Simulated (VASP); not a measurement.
# BN (P6_3mc) in VASP: a series of runs

The runs below take BN through single point, with PBE, r2SCAN.

All numbers are computed with VASP 6.6.1; they aren't measurements. Logs are shortened: lines on timing, memory, paths and dates and some standing lists are left out, and cuts for length are marked.

### 1 The cell of the first run

Symmetry: P6_3mc, No. 186, hexagonal system. Conventional cell: a = 2.605 Å, b = 2.605 Å, c = 4.307 Å, α = 90.00°, β = 90.00°, γ = 120.00°. Within 2.1 Å of B (site symmetry 3m) lie 4 N at 1.60 to 1.61 Å. Within 2.1 Å of N (site symmetry 3m) lie 4 B at 1.60 to 1.61 Å.

### 2 Single point, PBE (volume changed by +6%)

Contents of INCAR:

```
PREC     = Accurate       # precision mode
ENCUT    = 520            # plane-wave cutoff, eV
EDIFF    = 1E-6           # SCF threshold, eV
ISMEAR   = 0              # smearing method
SIGMA    = 0.01           # smearing width, eV
LREAL    = F              # projectors in reciprocal space
LASPH    = T              # aspherical terms in the spheres
NELM     = 100            # most SCF steps
ALGO     = Normal         # electronic algorithm
ISIF     = 2              # what is computed and relaxed
LWAVE    = F              # write WAVECAR
LCHARG   = T              # write CHGCAR
GGA      = PE             # functional
LELF     = T              # ELF
LVHAR    = T            
NBANDS   = 16             # bands
```

Contents of KPOINTS:

```
Automatic mesh
0
Gamma
  9 9 6
```

Contents of POSCAR:

```
BN
1.0
    2.6045334164      0.0000000000      0.0000000000
   -1.3022667083      2.2555921036      0.0000000000
    0.0000000000      0.0000000000      4.3072797796
B N
2 2
Direct
    0.3333333333      0.6666666667      0.0001896141
    0.6666666667      0.3333333333      0.5001896141
    0.3333333333      0.6666666667      0.3748103859
    0.6666666667      0.3333333333      0.8748103859
```

Potentials or basis: VASP PAW PBE potentials, release 64 (B, N).

Command:

```sh
cat potpaw_PBE.64/B/POTCAR potpaw_PBE.64/N/POTCAR > POTCAR
mpirun -np 1 vasp_std > vasp.out
```

OUTCAR:

```text
PREC = Accurate
   ENCUT = 520
   EDIFF = 1E-6
   ISMEAR = 0
   LREAL = F
   LASPH = T
   NELM = 100
   ISIF = 2
   GGA = PE

 ion  position               nearest neighbor table
   1  0.333  0.667  0.000-   4 1.60   4 1.60   4 1.60   3 1.61
   2  0.667  0.333  0.500-   3 1.60   3 1.60   3 1.60   4 1.61
   3  0.333  0.667  0.375-   2 1.60   2 1.60   2 1.60   1 1.61
   4  0.667  0.333  0.875-   1 1.60   1 1.60   1 1.60   2 1.61

  LATTYP: Found a hexagonal cell.
 ALAT       =     2.6045334164
 C/A-ratio  =     1.6537625329

  Lattice vectors:

 A1 = (   2.6045334164,   0.0000000000,   0.0000000000)
 A2 = (  -1.3022667083,   2.2555921036,   0.0000000000)
 A3 = (   0.0000000000,   0.0000000000,   4.3072797796)

Analysis of symmetry for initial positions (statically):
=====================================================================
 Subroutine PRICEL returns:
 Original cell was already a primitive cell.

 Routine SETGRP: Setting up the symmetry group for a
 hexagonal supercell.

 Subroutine GETGRP returns: Found 12 space group operations
 (whereof  6 operations were pure point group operations)
 out of a pool of 24 trial point group operations.

The static configuration has the point symmetry C_3v.
 The point group associated with its full space group is C_6v.

Analysis of symmetry for dynamics (positions and initial velocities):
=====================================================================
 Subroutine PRICEL returns:
 Original cell was already a primitive cell.

 Routine SETGRP: Setting up the symmetry group for a
 hexagonal supercell.

 Subroutine GETGRP returns: Found 12 space group operations
 (whereof  6 operations were pure point group operations)
 out of a pool of 24 trial point group operations.

The dynamic configuration has the point symmetry C_3v.
 The point group associated with its full space group is C_6v.

 Subroutine INISYM returns: Found 12 space group operations
 (whereof  6 operations are pure point group operations),
 and found     1 'primitive' translations

----------------------------------------------------------------------------------------

                                     Primitive cell

  volume of cell :      25.3043

  direct lattice vectors                    reciprocal lattice vectors
     2.604533416  0.000000000  0.000000000     0.383945928  0.221671285  0.000000000
    -1.302266708  2.255592104  0.000000000     0.000000000  0.443342570  0.000000000
     0.000000000  0.000000000  4.307279780     0.000000000  0.000000000  0.232165091

  length of vectors
     2.604533416  2.604533416  4.307279780     0.443342570  0.443342570  0.232165091

  position of ions in fractional coordinates (direct lattice)
     0.333333333  0.666666667  0.000189614
     0.666666667  0.333333333  0.500189614
     0.333333333  0.666666667  0.374810386
     0.666666667  0.333333333  0.874810386

  ion indices of the primitive-cell ions
   primitive index   ion index
                 1           1
                 2           2
                 3           3
                 4           4

----------------------------------------------------------------------------------------

 KPOINTS: Automatic mesh

Automatic generation of k-mesh.
 Grid dimensions read from file:
 generate k-points for:    9    9    6

 Generating k-lattice:

  Cartesian coordinates                     Fractional coordinates (reciprocal lattice)
     0.042660659  0.024630143  0.000000000     0.111111111 -0.000000000  0.000000000
     0.000000000  0.049260286  0.000000000     0.000000000  0.111111111  0.000000000
     0.000000000  0.000000000  0.038694182     0.000000000  0.000000000  0.166666667

  Length of vectors
     0.049260286  0.049260286  0.038694182

  Shift w.r.t. Gamma in fractional coordinates (k-lattice)
     0.000000000  0.000000000  0.000000000

 Subroutine IBZKPT returns following result:
 ===========================================

 Found     48 irreducible k-points:

 Following reciprocal coordinates:
            Coordinates               Weight
  0.000000  0.000000  0.000000      1.000000
  0.111111  0.000000  0.000000      6.000000
  0.222222  0.000000  0.000000      6.000000
  0.333333  0.000000  0.000000      6.000000
  0.444444  0.000000  0.000000      6.000000
  0.111111  0.111111  0.000000      6.000000
[... 16 lines left out ...]
  0.333333  0.222222  0.166667     24.000000
  0.333333  0.333333  0.166667      4.000000
 [... further k-points ...]
   k-points           NKPTS =     48   k-points in BZ     NKDIM =     48   number of bands    NBANDS=     16
   number of dos      NEDOS =    301   number of ions     NIONS =      4
   total plane-waves  NPLWV =  12800
   dimension x,y,z NGX =    20 NGY =   20 NGZ =   32
   dimension x,y,z NGXF=    40 NGYF=   40 NGZF=   64
   ions per type =               2   2
   NGX,Y,Z   is equivalent  to a cutoff of  12.77, 12.77, 12.35 a.u.
   NGXF,Y,Z  is equivalent  to a cutoff of  25.53, 25.53, 24.70 a.u.
 SYSTEM =  unknown system
   PREC   = accura    normal or accurate (medium, high low for compatibility)
   ISTART =      0    job   : 0-new  1-cont  2-samecut
   ICHARG =      2    charge: 1-file 2-atom 10-const
   ISPIN  =      1    spin polarized calculation?
   LNONCOLLINEAR =      F non collinear calculations
   LSORBIT =      F    spin-orbit coupling
   LASPH  =      T    aspherical Exc in radial PAW
   ENCUT  =  520.0 eV  38.22 Ry    6.18 a.u.   4.84  4.84  8.01*2*pi/ulx,y,z
   NELM   =    100;   NELMIN=  2; NELMDL= -5     # of ELM steps
   EDIFF  = 0.1E-05   stopping-criterion for ELM
   LREAL  =      F    real-space projection
   EDIFFG = 0.1E-04   stopping-criterion for IOM
   NSW    =      0    number of steps for IOM
   IBRION =     -1    ionic relax: 0-MD 1-quasi-New 2-CG
   NFREE  =      0    steps in history (QN), initial steepest desc. (CG)
   ISIF   =      2    stress and relaxation
   ISYM   =      2    0-nonsym 1-usesym 2-fastsym
   POTIM  = 0.5000    time-step for ionic-motion
   TEBEG  =    0.0;   TEEND  =   0.0 temperature during run
   PSTRESS=    0.0 pullay stress
   NELECT =      16.0000    total number of electrons
   NUPDOWN=      -1.0000    fix difference up-down
   EMIN   =  10.00;   EMAX   =-10.00  energy-range for DOS
   EFERMI =   0.00;   METHOD = LEGACY
   ISMEAR =     0;   SIGMA  =   0.01  broadening in eV -4-tet -1-fermi 0-gaus
   EFERMI_NEDOS =   21; number of points for ismear=-14 and -15
   IALGO  =     38    algorithm
   IMIX   =      4    mixing-type and parameters
     AMIX     =   0.40;   BMIX     =  1.00
     AMIX_MAG =   1.60;   BMIX_MAG =  1.00
  volume/ion in A,a.u.               =       6.33        42.69
  Fermi-wavevector in a.u.,A,eV,Ry     =   1.405131  2.655313 26.863268  1.974394
  Thomas-Fermi vector in A             =   2.527623
   LORBIT       =      0    0 simple, 1 ext, 2 COOP (PROOUT), +10 PAW based schemes
   GGA     = PE    functional components
   LHFCALC =     F    Hartree Fock is set to
   AEXX    =    0.0000 exact exchange contribution
   IVDW    =     0    specifies the selected vdW correction
   LEPSILON=     F    determine dielectric tensor
   LRPA    =     F    only Hartree local field effects (RPA)
 non-spin polarized calculation
 Gauss-broadening in eV      SIGMA  =   0.01
  energy-cutoff  :      520.00
  volume of cell :       25.30
 maximum number of plane-waves:       701
 NGX is ok and might be reduce to    20
   NGX =  9   NGY =  9   NGZ = 17

 number of electron      16.0000000 magnetization

 Free energy of the ion-electron system (eV)
  ---------------------------------------------------
  ext. energy  EPLUGINS =         0.00000000
  ---------------------------------------------------
  free energy    TOTEN  =       -34.74567635 eV

  energy without entropy =      -34.74567635  energy(sigma->0) =      -34.74567635

 E-fermi :   6.8429     XC(G=0): -12.4774

 val. band max:        6.7231829095   @ k =   0.0000   0.0000   0.0000
 cond. band min:      12.0116081063   @ k =   0.3333   0.3333   0.0000
 fundamental gap:      5.2884251967
 Fermi energy:         6.8428760649

 k-point     1 :       0.0000    0.0000    0.0000
  band No.  band energies     occupation
      1     -12.9092      2.00000
      2      -9.0687      2.00000
      3      -3.5594      2.00000
      4       4.7414      2.00000
      5       4.7414      2.00000
      6       6.4810      2.00000
[... 8 lines left out ...]
     15      18.1096      0.00000
     16      22.0751      0.00000

 k-point     2 :       0.1111    0.0000    0.0000
  band No.  band energies     occupation
      1     -12.6558      2.00000
      2      -8.8783      2.00000
      3      -3.3068      2.00000
      4       3.6157      2.00000
      5       4.2997      2.00000
      6       5.7704      2.00000
[... 8 lines left out ...]
     15      18.8093      0.00000
     16      21.7311      0.00000

 k-point     3 :       0.2222    0.0000    0.0000
  band No.  band energies     occupation
      1     -11.9129      2.00000
      2      -8.3630      2.00000
      3      -2.5691      2.00000
      4       1.2430      2.00000
      5       3.3973      2.00000
      6       3.6775      2.00000
[... 8 lines left out ...]
     15      20.4650      0.00000
     16      21.1619      0.00000

 k-point     4 :       0.3333    0.0000    0.0000
  band No.  band energies     occupation
      1     -10.7530      2.00000
      2      -7.7744      2.00000
      3      -1.4316      2.00000
      4      -1.0443      2.00000
      5       1.4249      2.00000
      6       2.5858      2.00000
[... 8 lines left out ...]
     15      21.5272      0.00000
     16      22.2426      0.00000
[... 324 lines left out ...]
 k-point    22 :       0.2222    0.2222    0.1667
  band No.  band energies     occupation
      1      -9.9741      2.00000
      2      -7.7674      2.00000
      3      -1.3180      2.00000
      4      -0.2591      2.00000
      5       0.4399      2.00000
      6       1.4706      2.00000
[... 8 lines left out ...]
     15      21.1420      0.00000
     16      22.1950      0.00000

 k-point    23 :       0.3333    0.2222    0.1667
  band No.  band energies     occupation
      1      -8.7914      2.00000
      2      -7.6584      2.00000
      3      -1.8683      2.00000
      4      -0.8618      2.00000
      5       0.0943      2.00000
      6       1.3868      2.00000
[... 8 lines left out ...]
     15      21.8253      0.00000
     16      22.2284      0.00000

 k-point    24 :       0.3333    0.3333    0.1667
  band No.  band energies     occupation
      1      -7.9721      2.00000
      2      -7.9721      2.00000
      3      -1.6985      2.00000
      4      -0.7444      2.00000
      5      -0.7444      2.00000
      6       1.3099      2.00000
[... 8 lines left out ...]
     15      21.7494      0.00000
     16      21.7494      0.00000

 [... further k-points ...]

------------------------ aborting loop because EDIFF is reached ----------------------------------------

  FORCE on cell =-STRESS in cart. coord.  units (eV):
  Direction    XX          YY          ZZ          XY          YZ          ZX
  --------------------------------------------------------------------------------------
  -------------------------------------------------------------------------------------
  Total       -3.0397381     -3.0397381     -3.0829437      0.0000000      0.0000000      0.0000000
  in kB     -192.4656239   -192.4656239   -195.2012506      0.0000000      0.0000000      0.0000000
  external PRESSURE =    -193.3774995 kB  Pullay stress =       0.0000000 kB

 VOLUME and BASIS-vectors are now :
 -----------------------------------------------------------------------------
  energy-cutoff  :      520.00
  volume of cell :       25.30
      direct lattice vectors                 reciprocal lattice vectors
     2.604533416  0.000000000  0.000000000     0.383945928  0.221671285  0.000000000
    -1.302266708  2.255592104  0.000000000     0.000000000  0.443342570  0.000000000
     0.000000000  0.000000000  4.307279780     0.000000000  0.000000000  0.232165091

 POSITION                                       TOTAL-FORCE (eV/Angst)
 -----------------------------------------------------------------------------------
     -0.00000      1.50373      0.00082         0.000000     -0.000000     -0.039629
      1.30227      0.75186      2.15446        -0.000000      0.000000     -0.039629
     -0.00000      1.50373      1.61441         0.000000      0.000000      0.039629
      1.30227      0.75186      3.76805         0.000000      0.000000      0.039629
 -----------------------------------------------------------------------------------
    total drift:                               -0.000000      0.000000     -0.000049

  FREE ENERGIE OF THE ION-ELECTRON SYSTEM (eV)
  ---------------------------------------------------
  free  energy   TOTEN  =       -34.7456763498 eV

  energy  without entropy=      -34.7456763498  energy(sigma->0) =      -34.74567635
```

Run time: 12 s. Hardware: 1 thread of Intel Xeon 6975P-C, shared host; peak memory 0.14 GiB.

Results:

```
Free energy            : -34.7457 eV
Pressure               : -19.3 GPa
Largest force          : 0.040 eV/Å
Band gap on the k mesh : 5.29 eV, indirect (least direct gap 7.92 eV)
```

Forces on the atoms (eV/Å):
```
B    0.000  0.000 -0.040
B    0.000  0.000 -0.040
N    0.000  0.000  0.040
N    0.000  0.000  0.040
```

Levels at points of the mesh, in eV from the valence-band top:
| k point | band 5 | band 6 | band 7 | band 8 | band 9 | band 10 | band 11 | band 12 |
| --- | --- | --- | --- | --- | --- | --- | --- | --- |
| (0.00, 0.00, 0.00) | -1.98 | -0.24 | 0.00 | 0.00 | 8.09 | 8.09 | 8.19 | 8.71 |
| (0.00, 0.00, 0.50) | -1.10 | -1.10 | -1.10 | -1.10 | 8.86 | 8.86 | 9.56 | 9.56 |

### 3 Single point, r2SCAN (volume changed by -6%)

Contents of POSCAR:

```
BN
1.0
    2.4920180782      0.0000000000      0.0000000000
   -1.2460090391      2.1581509624      0.0000000000
    0.0000000000      0.0000000000      4.1219174452
B N
2 2
Direct
    0.3333333333      0.6666666667      0.0002034648
    0.6666666667      0.3333333333      0.5002034648
    0.3333333333      0.6666666667      0.3747965352
    0.6666666667      0.3333333333      0.8747965352
```

Contents of INCAR.step1:

```
ALGO = Normal ; EDIFF = 1E-4
ENCUT = 520 ; GGA = PE
ISMEAR = 0 ; LASPH = T
LCHARG = F ; LREAL = F
LWAVE = T ; NBANDS = 16
NELM = 80 ; PREC = Accurate
SIGMA = 0.01
```

Contents of INCAR.step2:

```
ALGO = Normal ; EDIFF = 1E-6
ENCUT = 520 ; ISIF = 2
ISMEAR = 0 ; ISTART = 1
LASPH = T ; LCHARG = F
LMIXTAU = T ; LREAL = F
LWAVE = F ; METAGGA = R2SCAN
NBANDS = 16 ; NELM = 80
PREC = Accurate ; SIGMA = 0.01
```

Contents of KPOINTS:

```
k-points
0
Gamma
  9 9 6
```

Potentials or basis: VASP PAW PBE potentials, release 64 (B, N).

Command:

```sh
cat potpaw_PBE.64/B/POTCAR potpaw_PBE.64/N/POTCAR > POTCAR
cp INCAR.step1 INCAR
mpirun -np 1 vasp_std > vasp.out
cp INCAR.step2 INCAR
mpirun -np 1 vasp_std > vasp.out
```

Run time: 50 s. Hardware: 1 thread of Intel Xeon 6975P-C, shared host; peak memory 0.14 GiB.

Results (log left out):

| Property | Result |
| --- | --- |
| Free energy | -38.1375 eV |
| Pressure | 28.5 GPa |
| Largest force | 0.054 eV/Å |
| Band gap on the k mesh | 5.62 eV, indirect (least direct gap 9.29 eV) |

Forces on the atoms (eV/Å):
```
B    0.000  0.000  0.054
B    0.000  0.000  0.054
N    0.000  0.000 -0.054
N    0.000  0.000 -0.054
```

Stress tensor (GPa, compression positive):
```
28.40  0.00  0.00
 0.00 28.40  0.00
 0.00  0.00 28.70
```

Levels at points of the mesh, in eV from the valence-band top:
| k point | band 6 | band 7 | band 8 | band 9 | band 10 | band 11 |
| --- | --- | --- | --- | --- | --- | --- |
| (0.00, 0.00, 0.00) | -0.29 | 0.00 | 0.00 | 9.34 | 9.34 | 9.67 |
| (0.00, 0.00, 0.50) | -1.30 | -1.30 | -1.30 | 10.85 | 10.85 | 11.03 |

Caveat: the PAW data sets were made with another functional, which shifts forces and pressure a little. A k mesh can miss the band edges.
